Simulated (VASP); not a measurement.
# Co (P6_3/mmc) in VASP: further runs

Co is run at these levels: PBEsol+D4, PBE, PBE exchange alone; tasks: single point.

Program: VASP 6.6.1. These are calculated values, not measurements. Logs are shortened: lines on timing, memory, paths and dates and some standing lists are left out, and cuts for length are marked.

## Step 1: The cell of the first run

It takes space group P6_3/mmc (No. 194, hexagonal). The conventional cell has a = 2.447 Å, b = 2.447 Å, c = 7.914 Å, α = 90.00°, β = 90.00°, γ = 120.00°. Within 3.2 Å of Co (site symmetry -6m2) lie 12 Co at 2.43 to 2.45 Å. Co (site symmetry -3m) has 12 Co at 2.43 to 2.45 Å within 3.2 Å.

## Step 2: Single point, PBEsol+D4, collinear spin, ferromagnetic start

Contents of INCAR:

```
SYSTEM = Co
PREC = Accurate
ENCUT = 600
EDIFF = 1E-6
ISMEAR = -1
SIGMA = 0.05
LREAL = .FALSE.
LASPH = .TRUE.
NELM = 200
ALGO = Normal
ISIF = 2
LWAVE = .FALSE.
LCHARG = .FALSE.
ISPIN = 2
MAGMOM = 2 2 2 2
LORBIT = 11
LMAXMIX = 4
GGA = PS
IVDW = 13
NBANDS = 46
GGA_COMPAT = .FALSE.
```

Contents of KPOINTS:

```
regular mesh
0
G
  12 12 4
  0 0 0
```

Contents of POSCAR:

```
Co
1.0
    2.4466364376      0.0000000000      0.0000000000
   -1.2233182188      2.1188493088      0.0000000000
    0.0000000000      0.0000000000      7.9144872501
Co
4
Direct
    0.6666666667      0.3333333333      0.7500000000
    0.0000000000      0.0000000000      0.5000000000
    0.3333333333      0.6666666667      0.2500000000
    0.0000000000      0.0000000000      0.0000000000
```

Potentials or basis: VASP PAW PBE potentials, release 64 (Co_sv).

Command:

```console
$ cat potpaw_PBE.64/Co_sv/POTCAR > POTCAR
$ mpirun -np 1 vasp_std > vasp.out
```

OUTCAR:

```text
SYSTEM = Co
   PREC = Accurate
   ENCUT = 600
   EDIFF = 1E-6
   ISMEAR = -1
   LREAL = .FALSE.
   LASPH = .TRUE.
   NELM = 200
   ISIF = 2
   ISPIN = 2
   LORBIT = 11
   GGA = PS
   IVDW = 13

 ion  position               nearest neighbor table
   1  0.667  0.333  0.750-   2 2.43   4 2.43   2 2.43   4 2.43   2 2.43   4 2.43
   2  0.000  0.000  0.500-   1 2.43   3 2.43   1 2.43   3 2.43   1 2.43   3 2.43
   3  0.333  0.667  0.250-   2 2.43   4 2.43   2 2.43   4 2.43   2 2.43   4 2.43
   4  0.000  0.000  0.000-   1 2.43   3 2.43   1 2.43   3 2.43   1 2.43   3 2.43

  LATTYP: Found a hexagonal cell.
 ALAT       =     2.4466364376
 C/A-ratio  =     3.2348440203

  Lattice vectors:

 A1 = (   2.4466364376,   0.0000000000,   0.0000000000)
 A2 = (  -1.2233182188,   2.1188493088,   0.0000000000)
 A3 = (   0.0000000000,   0.0000000000,   7.9144872501)

Analysis of symmetry for initial positions (statically):
=====================================================================
 Subroutine PRICEL returns:
 Original cell was already a primitive cell.

 Routine SETGRP: Setting up the symmetry group for a
 hexagonal supercell.

 Subroutine GETGRP returns: Found 24 space group operations
 (whereof 12 operations were pure point group operations)
 out of a pool of 24 trial point group operations.

The static configuration has the point symmetry D_3d.
 The point group associated with its full space group is D_6h.

Analysis of symmetry for dynamics (positions and initial velocities):
=====================================================================
 Subroutine PRICEL returns:
 Original cell was already a primitive cell.

 Routine SETGRP: Setting up the symmetry group for a
 hexagonal supercell.

 Subroutine GETGRP returns: Found 24 space group operations
 (whereof 12 operations were pure point group operations)
 out of a pool of 24 trial point group operations.

The dynamic configuration has the point symmetry D_3d.
 The point group associated with its full space group is D_6h.

Analysis of structural, dynamic, and magnetic symmetry:
=====================================================================
 Subroutine PRICEL returns:
 Original cell was already a primitive cell.

 Routine SETGRP: Setting up the symmetry group for a
 hexagonal supercell.

 Subroutine GETGRP returns: Found 24 space group operations
 (whereof 12 operations were pure point group operations)
 out of a pool of 24 trial point group operations.

The overall configuration has the point symmetry D_3d.
 The point group associated with its full space group is D_6h.

 Subroutine INISYM returns: Found 24 space group operations
 (whereof 12 operations are pure point group operations),
 and found     1 'primitive' translations

----------------------------------------------------------------------------------------

                                     Primitive cell

  volume of cell :      41.0291

  direct lattice vectors                    reciprocal lattice vectors
     2.446636438  0.000000000  0.000000000     0.408724396  0.235977140  0.000000000
    -1.223318219  2.118849309  0.000000000     0.000000000  0.471954280  0.000000000
     0.000000000  0.000000000  7.914487250     0.000000000  0.000000000  0.126350573

  length of vectors
     2.446636438  2.446636438  7.914487250     0.471954280  0.471954280  0.126350573

  position of ions in fractional coordinates (direct lattice)
     0.666666667  0.333333333  0.750000000
     0.000000000  0.000000000  0.500000000
     0.333333333  0.666666667  0.250000000
     0.000000000  0.000000000  0.000000000

  ion indices of the primitive-cell ions
   primitive index   ion index
                 1           1
                 2           2
                 3           3
                 4           4

----------------------------------------------------------------------------------------

 KPOINTS: regular mesh

Automatic generation of k-mesh.
 Grid dimensions read from file:
 generate k-points for:   12   12    4

 Generating k-lattice:

  Cartesian coordinates                     Fractional coordinates (reciprocal lattice)
     0.034060366  0.019664762  0.000000000     0.083333333  0.000000000  0.000000000
     0.000000000  0.039329523  0.000000000     0.000000000  0.083333333  0.000000000
     0.000000000  0.000000000  0.031587643     0.000000000  0.000000000  0.250000000

  Length of vectors
     0.039329523  0.039329523  0.031587643

  Shift w.r.t. Gamma in fractional coordinates (k-lattice)
     0.000000000  0.000000000  0.000000000

 Subroutine IBZKPT returns following result:
 ===========================================

 Found     57 irreducible k-points:

 Following reciprocal coordinates:
            Coordinates               Weight
  0.000000  0.000000  0.000000      1.000000
  0.083333 -0.000000  0.000000      6.000000
  0.166667 -0.000000  0.000000      6.000000
  0.250000 -0.000000  0.000000      6.000000
  0.333333 -0.000000  0.000000      6.000000
  0.416667 -0.000000  0.000000      6.000000
[... 16 lines left out ...]
  0.250000 -0.000000  0.250000     12.000000
  0.333333 -0.000000  0.250000     12.000000
 [... further k-points ...]
   k-points           NKPTS =     57   k-points in BZ     NKDIM =     57   number of bands    NBANDS=     46
   number of dos      NEDOS =    301   number of ions     NIONS =      4
   total plane-waves  NPLWV =  25600
   dimension x,y,z NGX =    20 NGY =   20 NGZ =   64
   dimension x,y,z NGXF=    40 NGYF=   40 NGZF=  128
   ions per type =               4
   NGX,Y,Z   is equivalent  to a cutoff of  13.59, 13.59, 13.44 a.u.
   NGXF,Y,Z  is equivalent  to a cutoff of  27.18, 27.18, 26.89 a.u.
 SYSTEM =  Co
   PREC   = accura    normal or accurate (medium, high low for compatibility)
   ISTART =      0    job   : 0-new  1-cont  2-samecut
   ICHARG =      2    charge: 1-file 2-atom 10-const
   ISPIN  =      2    spin polarized calculation?
   LNONCOLLINEAR =      F non collinear calculations
   LSORBIT =      F    spin-orbit coupling
   LASPH  =      T    aspherical Exc in radial PAW
   ENCUT  =  600.0 eV  44.10 Ry    6.64 a.u.   4.89  4.89 15.81*2*pi/ulx,y,z
   NELM   =    200;   NELMIN=  2; NELMDL= -5     # of ELM steps
   EDIFF  = 0.1E-05   stopping-criterion for ELM
   LREAL  =      F    real-space projection
   EDIFFG = 0.1E-04   stopping-criterion for IOM
   NSW    =      0    number of steps for IOM
   IBRION =     -1    ionic relax: 0-MD 1-quasi-New 2-CG
   NFREE  =      0    steps in history (QN), initial steepest desc. (CG)
   ISIF   =      2    stress and relaxation
   ISYM   =      2    0-nonsym 1-usesym 2-fastsym
   POTIM  = 0.5000    time-step for ionic-motion
   TEBEG  =    0.0;   TEEND  =   0.0 temperature during run
   PSTRESS=    0.0 pullay stress
   NELECT =      68.0000    total number of electrons
   NUPDOWN=      -1.0000    fix difference up-down
   EMIN   =  10.00;   EMAX   =-10.00  energy-range for DOS
   EFERMI =   0.00;   METHOD = LEGACY
   ISMEAR =    -1;   SIGMA  =   0.05  broadening in eV -4-tet -1-fermi 0-gaus
   EFERMI_NEDOS =   21; number of points for ismear=-14 and -15
   IALGO  =     38    algorithm
   IMIX   =      4    mixing-type and parameters
     AMIX     =   0.40;   BMIX     =  1.00
     AMIX_MAG =   1.60;   BMIX_MAG =  1.00
  volume/ion in A,a.u.               =      10.26        69.22
  Fermi-wavevector in a.u.,A,eV,Ry     =   1.937375  3.661108 51.068408  3.753422
  Thomas-Fermi vector in A             =   2.967978
   LORBIT       =     11    0 simple, 1 ext, 2 COOP (PROOUT), +10 PAW based schemes
   GGA     = PS    functional components
   LHFCALC =     F    Hartree Fock is set to
   AEXX    =    0.0000 exact exchange contribution
   IVDW    =    13    specifies the selected vdW correction
   LEPSILON=     F    determine dielectric tensor
   LRPA    =     F    only Hartree local field effects (RPA)
 spin polarized calculation
  energy-cutoff  :      600.00
  volume of cell :       41.03
 maximum number of plane-waves:      1410
 NGX is ok and might be reduce to    20
   NGX =  9   NGY =  9   NGZ = 31

 number of electron      68.0000082 magnetization       6.3767429

 Free energy of the ion-electron system (eV)
  ---------------------------------------------------
  ext. energy  EPLUGINS =         0.00000000
  ---------------------------------------------------
  free energy    TOTEN  =       -31.22377854 eV

  energy without entropy =      -31.18986659  energy(sigma->0) =      -31.20682257

 E-fermi :  12.7977     XC(G=0): -14.4613

 val. band max:       12.7958461111   @ k =   0.2500  -0.0000   0.2500
 cond. band min:      12.7997903688   @ k =   0.0000   0.0000   0.0000
 fundamental gap:      0.0039442578
 Fermi energy:        12.7977097774

 spin component 1

 k-point     1 :       0.0000    0.0000    0.0000
  band No.  band energies     occupation
      1     -83.0663      1.00000
      2     -83.0430      1.00000
      3     -83.0087      1.00000
      4     -82.9852      1.00000
      5     -46.6308      1.00000
      6     -46.4612      1.00000
[... 38 lines left out ...]
     45      35.3690      0.00000
     46      36.3450      0.00000
[... 1086 lines left out ...]
      6     -46.5217      1.00000
[... 38 lines left out ...]
     45      28.1040      0.00000
     46      28.7889      0.00000

 [... further k-points ...]

 spin component 2

 k-point     1 :       0.0000    0.0000    0.0000
  band No.  band energies     occupation
      1     -81.0583      1.00000
      2     -81.0224      1.00000
      3     -81.0155      1.00000
      4     -80.9793      1.00000
      5     -44.6913      1.00000
      6     -44.4851      1.00000
[... 38 lines left out ...]
     45      35.1871      0.00000
     46      36.1955      0.00000
[... 1086 lines left out ...]
      6     -44.5778      1.00000
[... 38 lines left out ...]
     45      28.5349      0.00000
     46      29.2698      0.00000

 [... further k-points ...]

------------------------ aborting loop because EDIFF is reached ----------------------------------------

  DFT-D4 for vdW energy calculation

  Edisp (eV):   -1.03725

  FORCE on cell =-STRESS in cart. coord.  units (eV):
  Direction    XX          YY          ZZ          XY          YZ          ZX
  --------------------------------------------------------------------------------------
  -------------------------------------------------------------------------------------
  Total      -1.01375    -1.01375    -1.02392    -0.00000    -0.00000     0.00000
  in kB     -39.58680   -39.58680   -39.98369    -0.00000    -0.00000     0.00000
  external pressure =      -39.72 kB  Pullay stress =        0.00 kB

 VOLUME and BASIS-vectors are now :
 -----------------------------------------------------------------------------
  energy-cutoff  :      600.00
  volume of cell :       41.03
      direct lattice vectors                 reciprocal lattice vectors
     2.446636438  0.000000000  0.000000000     0.408724396  0.235977140  0.000000000
    -1.223318219  2.118849309  0.000000000     0.000000000  0.471954280  0.000000000
     0.000000000  0.000000000  7.914487250     0.000000000  0.000000000  0.126350573

 POSITION                                       TOTAL-FORCE (eV/Angst)
 -----------------------------------------------------------------------------------
      1.22332      0.70628      5.93587         0.000000      0.000000     -0.000000
      0.00000      0.00000      3.95724        -0.000000      0.000000      0.000000
     -0.00000      1.41257      1.97862         0.000000     -0.000000     -0.000000
      0.00000      0.00000      0.00000        -0.000000      0.000000      0.000000
 -----------------------------------------------------------------------------------
    total drift:                                0.000000     -0.000000      0.000000

  FREE ENERGIE OF THE ION-ELECTRON SYSTEM (eV)
  ---------------------------------------------------
  free  energy   TOTEN  =       -32.2610293757 eV

  energy  without entropy=      -32.2271174235  energy(sigma->0) =      -32.24407340

 total charge

# of ion       s       p       d       tot
------------------------------------------
    1        2.260   6.136   6.695  15.091
    2        2.260   6.134   6.702  15.096
    3        2.260   6.136   6.695  15.091
    4        2.260   6.134   6.702  15.096
--------------------------------------------------
tot          9.039  24.540  26.796  60.374

 magnetization (x)

# of ion       s       p       d       tot
------------------------------------------
    1       -0.004  -0.013   1.673   1.656
    2       -0.005  -0.012   1.650   1.634
    3       -0.004  -0.013   1.673   1.656
    4       -0.005  -0.012   1.650   1.634
--------------------------------------------------
tot         -0.018  -0.050   6.646   6.578
```

Wall time 2 min (1 thread of AMD EPYC 9R45 (Zen 5), shared host); peak memory 0.27 GiB.

Results:

```
Free energy                                           : -32.2610 eV
Pressure                                              : -4.0 GPa
Net moment                                            : 6.38 μB per cell
Site moments                                          : Co +1.66, +1.63 (each value once) μB
Valence electrons inside the program's atomic spheres : Co 15.09, 15.10 (each value once)
Dispersion energy per atom                            : -0.259 eV
```

Caveat: the cell stands under tension; the PAW data sets were made with another functional, which shifts forces and pressure a little.

(Continued in part 2 of 2.)
